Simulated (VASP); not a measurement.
Input of a VASP 6.6.1 run:

The input INCAR:

```
PREC = Accurate ; ENCUT = 600
EDIFF = 1E-6 ; ISMEAR = 0
SIGMA = 0.05 ; LREAL = F
LASPH = T ; NELM = 100
ALGO = Normal ; ISIF = 4
LWAVE = F ; LCHARG = F
GGA = PE ; IBRION = 2
NSW = 60 ; EDIFFG = -0.01
```

File KPOINTS:

```
Automatic mesh
0
Gamma
  12 12 12
```

POSCAR

```
PbO2
1.0
    1.7327344616      1.0003947078      4.5748004031
   -1.7327344616      1.0003947078      4.5748004031
    0.0000000000     -2.0007894156      4.5748004031
Pb O
1 2
Direct
    0.0000000000      0.0000000000      0.0000000000
    0.2570008462      0.2570008462      0.2570008462
    0.7429991538      0.7429991538      0.7429991538
```

Potentials or basis: VASP PAW PBE potentials, release 64 (Pb_d, O).

The run is started by

```console
$ cat potpaw_PBE.64/Pb_d/POTCAR potpaw_PBE.64/O/POTCAR > POTCAR
$ mpirun -np 1 vasp_std > vasp.out
```

**Question.** Predict the band gap on the k mesh.

**Answer.** 0.27 eV, indirect (least direct gap 0.36 eV).

Final structure:
```
Pb O
1.0
     1.72250    0.99449    4.62931
    -1.72250    0.99449    4.62931
     0.00000   -1.98898    4.62931
Pb O
1 2
Cartesian
  0.0000 -1.9890 4.6293
  0.0000 0.0000 3.5838
  0.0000 0.0000 10.3041
```

Caveat: spin-orbit coupling is left out, which moves the levels of the heavy elements. A k mesh can miss the band edges.
